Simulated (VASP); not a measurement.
Crystal: Ga2O.

```xyz
3
Lattice="4.5254 0.0000 0.0000 -2.2627 3.9191 0.0000 0.0000 0.0000 2.7686" Properties=species:S:1:pos:R:3 pbc="T T T"
Ga    0.0000    0.0000    1.3843
Ga    0.0000    2.6127    0.0000
O     2.2627    1.3064    1.3843
```

The cell was generated, and may not be a known phase.

| Item | Value |
| --- | --- |
| Program | VASP 6.6.1 |
| Task | relaxation of cell and atoms |
| Functional | PBE |
| Potentials or basis | VASP PAW PBE potentials, release 64 (Ga_d, O_h) |
| Cutoff | 1340 eV |
| k mesh | 6 × 6 × 6 |
| Occupations | gaussian, width 0.1 eV |
| Spin | no spin polarisation |

At the start: pressure -7.5 GPa; volume 16.37 Å³/atom.

Question: How do energy, volume and symmetry change on relaxing?

Answer: Over 13 steps the energy falls by 456.0 meV/atom and the volume is 15.84 Å³/atom (-3.2 %); space group P-6m2 (No. 187, to 0.1 Å) before and after.

The path:
```
step  energy change (eV)  largest force (eV/Å)  pressure (GPa)  volume (Å³)
   1              0.0000                0.0000           -7.47        49.10
   2             -0.4189                0.0000           -2.91        43.79
   3             -0.5891                0.0000            8.16        38.84
   4             -0.7992                0.0000           10.95        39.13
   5             -0.8760                0.0000           14.75        39.02
   6             -1.1671                0.0000            4.82        43.48
   7             -1.2574                0.0000           -1.09        47.55
   8             -1.2596                0.0000           -2.13        48.45
   9             -1.2962                0.0000           -2.43        48.93
  10             -1.3347                0.0000           -2.93        49.66
  11             -1.2926                0.0000           -4.43        50.70
  12             -1.3404                0.0000           -3.08        49.89
  13             -1.3680                0.0000            0.06        47.52
```

Final structure:
```
Ga O
1.0
     3.58309    0.00000    0.00000
    -1.79154    3.10305    0.00000
     0.00000    0.00000    4.27372
Ga O
2 1
Direct
  0.00000 0.00000 0.50000
  0.33333 0.66667 0.00000
  0.66667 0.33333 0.50000
```

Caveat: the k points lie up to 0.34 Å⁻¹ apart in the final cell, too coarse for converged energies and pressures of a metal; a cell axis changed by over 15 % at a fixed basis, so the end point is rough.
